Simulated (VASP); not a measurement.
**Zr2N: single point with PBEsol**

Zr2N:

```
CELL_PARAMETERS angstrom
5.05341 0.00000 0.00000
0.00000 5.05341 0.00000
0.00000 0.00000 3.69559
ATOMIC_POSITIONS crystal
Zr 0.29625 0.29625 0.00000
Zr 0.70375 0.70375 0.00000
Zr 0.79625 0.20375 0.50000
Zr 0.20375 0.79625 0.50000
N 0.00000 0.00000 0.00000
N 0.50000 0.50000 0.50000
```

This cell differs from its parent crystal: ratio of the length along z to the lengths across it x 1.2, volume and fractional coordinates fixed.

```yaml
Program: VASP 6.6.1
Task: single point
Functional: PBEsol
Potentials_or_basis: VASP PAW PBE potentials, release 64 (Zr_sv, N)
Cutoff: 520 eV
k_mesh: 10 × 10 × 16
Occupations: gaussian, width 0.15 eV
Spin: no spin polarisation
Dipole_correction: no
Further_INCAR_settings: ALGO = Normal; EDIFF = 1e-06; NBANDS = 38
```

- Pressure: 1.1 GPa
- Largest force: 0.313 eV/Å
- Band gap on the k mesh: zero (band 29 reaches 10.57 eV, above the bottom of band 30 at 9.06 eV)

Forces in eV/Å, atoms in the order of the input:
```
Zr  -0.221 -0.221  0.000
Zr   0.221  0.221  0.000
Zr  -0.221  0.221  0.000
Zr   0.221 -0.221  0.000
N    0.000  0.000  0.000
N    0.000  0.000  0.000
```

Stress tensor (GPa, compression positive):
```
 11.84   0.00   0.00
  0.00  11.84   0.00
  0.00   0.00 -20.45
```

Levels at points of the mesh, in eV from the Fermi level:
| k point | band 25 | band 26 | band 27 | band 28 | band 29 | band 30 | band 31 | band 32 | band 33 | band 34 |
| --- | --- | --- | --- | --- | --- | --- | --- | --- | --- | --- |
| (0.00, 0.00, 0.00) | -3.58 | -1.82 | -0.61 | 0.52 | 0.52 | 0.79 | 1.29 | 1.29 | 1.48 | 1.64 |
| (0.50, 0.00, 0.00) | -1.67 | -1.67 | -0.84 | -0.84 | 0.30 | 0.30 | 1.45 | 1.45 | 2.66 | 2.66 |
| (0.50, 0.50, 0.00) | -1.14 | -1.14 | -0.85 | -0.85 | 0.46 | 0.46 | 0.58 | 0.58 | 1.71 | 1.71 |
| (0.00, 0.00, 0.50) | -1.57 | -1.57 | -1.00 | -1.00 | -0.86 | -0.86 | 1.98 | 1.98 | 2.30 | 2.30 |
| (0.50, 0.00, 0.50) | -1.76 | -1.76 | -1.08 | -1.08 | -0.80 | -0.80 | 1.45 | 1.45 | 3.47 | 3.47 |
| (0.50, 0.50, 0.50) | -1.83 | -1.83 | -0.61 | -0.61 | -0.40 | -0.40 | 1.42 | 1.42 | 2.05 | 2.05 |

Wall time 4.4 min on 1 thread of Intel(R) Xeon(R) 6975P-C (Granite Rapids), with other jobs on the host, peak memory 0.57 GiB.

Caveat: the PAW data sets were made with another functional, which shifts forces and pressure a little.
